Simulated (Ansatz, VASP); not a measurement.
**Two plane-wave programs on Ni**

```xyz
2
Lattice="2.4480 0.0000 0.0000 -1.2240 2.1201 0.0000 0.0000 0.0000 4.0728" Properties=species:S:1:pos:R:3 pbc="T T T"
Ni    1.2240    0.7067    3.0546
Ni    0.0000    1.4134    1.0182
```

Alike in both runs: task single point; functional PBE; k mesh 12 × 12 × 7; occupations gaussian, width 0.016 eV; collinear spin.

|  | VASP | Ansatz |
| --- | --- | --- |
| version | VASP 6.6.1 | Ansatz 0.2.0 |
| potentials or method | VASP PAW PBE potentials, release 64 (Ni) | Ansatz PAW |
| plane-wave cutoff (eV) | 520 | 420 |
| valence electrons in the cell | 20 | 36 |

|  | VASP | Ansatz | Ansatz less VASP |
| --- | --- | --- | --- |
| gap on the k mesh at the Fermi level (eV) | none | none | - |
| pressure (GPa) | 6.9 | 7.3 | +0.43 |
| traceless stress, the component that is largest in VASP (GPa) | -2.33 | -2.53 | -0.198 |
| net moment per atom (μB) | 0.63 | 0.67 | +0.040 |
| size of the moment on the site where the two differ most (μB) | 0.64 | 0.71 | +0.070 |

Site moments also hang on the region over which each program counts them. A gap of «none» marks a metal or a gap that the smearing closes. VASP's potentials hold 20 valence electrons a cell and Ansatz's 36, so a difference there can come from the potentials and not from the codes.
